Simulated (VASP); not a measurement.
A run of VASP 6.6.1 is set up as follows.

The input INCAR:

```
SYSTEM = SiB5
PREC = Accurate ; ENCUT = 500
EDIFF = 1E-6 ; ISMEAR = 0
SIGMA = 0.2 ; LREAL = .FALSE.
LASPH = .TRUE. ; NELM = 120
ALGO = Normal ; ISIF = 2
LWAVE = .FALSE. ; LCHARG = .FALSE.
GGA = PE ; NBANDS = 18
GGA_COMPAT = .FALSE.
```

Contents of KPOINTS:

```
regular mesh
0
G
  5 5 5
  0 0 0
```

File POSCAR:

```
SiB5
1.0
    2.4271076283      1.4012912414      2.9088231210
   -2.4271076283      1.4012912414      2.9088231210
    0.0000000000     -2.8025824863      2.9088231194
Si B
1 5
Direct
    0.5000000000      0.5000000000      0.5000000000
    0.0000000000      0.0000000000      0.5000000000
    0.5000000000      0.0000000000      0.0000000000
    0.0000000000      0.5000000000      0.0000000000
    0.2648346715      0.2648346715      0.2648346715
    0.7351653285      0.7351653285      0.7351653285
```

Potentials or basis: VASP PAW PBE potentials, release 64 (Si, B).

The run is started by

```sh
$ cat potpaw_PBE.64/Si/POTCAR potpaw_PBE.64/B/POTCAR > POTCAR
$ mpirun -np 1 vasp_std > vasp.out
```

Q: Predict the pressure.

A: 0.0 GPa.

Q: Estimate the largest force.

A: 0.015 eV/Å.

Forces in eV/Å, atoms in the order of the input:
```
Si   0.000  0.000  0.000
B    0.000  0.000  0.000
B    0.000  0.000  0.000
B    0.000  0.000  0.000
B    0.000  0.000  0.015
B    0.000  0.000 -0.015
```
